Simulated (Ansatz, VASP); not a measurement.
# Two plane-wave programs on Pt

Contents of INCAR:

```
PREC = Accurate
ENCUT = 600
EDIFF = 1E-6
ISMEAR = -1
SIGMA = 0.05
LREAL = False
LASPH = True
NELM = 100
ALGO = Normal
ISIF = 3
LWAVE = False
LCHARG = False
GGA = PE
IBRION = 2
NSW = 60
EDIFFG = -0.005
```

Contents of KPOINTS:

```
Automatic mesh
0
Gamma
  17 17 9
```

Contents of POSCAR:

```
Pt
1.0
    2.8157965965      0.0000000000      0.0000000000
   -1.4078982983      2.4385513845      0.0000000000
    0.0000000000      0.0000000000      4.5615904864
Pt
2
Direct
    0.3333333333      0.6666666667      0.2500000000
    0.6666666667      0.3333333333      0.7500000000
```

Input for Ansatz:

```yaml
crystal:
  lattice:
    - [2.8157965965, 0.0, 0.0]
    - [-1.4078982983, 2.4385513845, 0.0]
    - [0.0, 0.0, 4.5615904864]
  atoms:
    - { symbol: Pt, position: [0.3333333333, 0.6666666667, 0.25] }
    - { symbol: Pt, position: [0.6666666667, 0.3333333333, 0.75] }
kpoints:
  mp_grid: { grid: [17, 17, 9] }
scf:
  occupations: { method: fermi_dirac, width: 0.05 }
hamiltonian:
  xc: pbe
  pseudopotentials: { kind: paw }
output:
  forces: true
  stress: true
relax:
  f_tol: 0.005
  max_steps: 40
  cell: {}
```

Alike in both runs: task relaxation of cell and atoms; functional PBE; k mesh 17 × 17 × 9; occupations fermi-dirac, width 0.05 eV; no spin polarisation.

```csv
,VASP,Ansatz
version,VASP 6.6.1,Ansatz 0.2.0
potentials or method,"VASP PAW PBE potentials, release 64 (Pt)","PAW with Ansatz's default frozen-core files, scalar-relativistic"
plane-wave cutoff (eV),600,420
valence electrons in the cell,20,36
```

```tsv
	VASP	Ansatz	Ansatz less VASP
relaxed volume (Å³/atom)	15.73	15.75	+0.025
relaxed cell length with the largest relative difference (Å)	4.765	4.771	+0.0060
```

VASP's potentials hold 20 valence electrons a cell and Ansatz's 36, so a difference there can come from the potentials and not from the codes.

Spin-orbit coupling is off throughout.
